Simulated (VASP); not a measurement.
Wanted: the native input for a VASP 6.6.1 run.

```yaml
Task: single point
Functional: PBE
Potentials_or_basis: VASP PAW PBE potentials, release 64 (Zr_sv, B)
Cutoff: 520 eV
k_mesh: 6 × 6 × 6
Occupations: gaussian, width 0.1 eV
Spin: no spin polarisation
Dipole_correction: no
Further_INCAR_settings: ALGO = Normal; EDIFF = 1e-07; NBANDS = 16
```

The structure of ZrB2 lies in POSCAR:

```
ZrB2
1.0
    2.8562828800      0.0000000000      0.0000000000
    0.0000000000      3.5587868000      0.0000000000
    0.0000000000      0.0000000000      3.6215816000
Zr B
1 2
Direct
    0.5000000000      0.0000000000      0.0000000000
    0.5000000000      0.5000000000      0.5000000000
    0.5000000000      0.0000000000      0.5000000000
```

The cell was generated, and may not be a known phase.

The input as run:

INCAR

```
ALGO     = Normal         # electronic algorithm
EDIFF    = 1E-7           # SCF threshold, eV
ENCUT    = 520            # plane-wave cutoff, eV
GGA      = PE             # functional
ISIF     = 2              # what is computed and relaxed
ISMEAR   = 0              # smearing method
LASPH    = True           # aspherical terms in the spheres
LCHARG   = False          # write CHGCAR
LREAL    = False          # projectors in reciprocal space
LWAVE    = False          # write WAVECAR
NBANDS   = 16             # bands
NELM     = 80             # most SCF steps
PREC     = Accurate       # precision mode
SIGMA    = 0.1            # smearing width, eV
```

KPOINTS

```
k-points
0
Gamma
  6 6 6
```

Potentials or basis: VASP PAW PBE potentials, release 64 (Zr_sv, B).

Launch:

```console
$ cat potpaw_PBE.64/Zr_sv/POTCAR potpaw_PBE.64/B/POTCAR > POTCAR
$ mpirun -np 1 vasp_std > vasp.out
```

It gave:

The pressure is 38.9 GPa. The band gap on the k mesh is zero (bands 9 and 10 overlap by 3.90 eV).

Caveat: the k points lie up to 0.37 Å⁻¹ apart, too coarse for converged energies and pressures of a metal.

Wall time 31 s on 1 thread of Intel(R) Xeon(R) Platinum 8488C (Sapphire Rapids), on a shared host, peak memory 0.16 GiB.
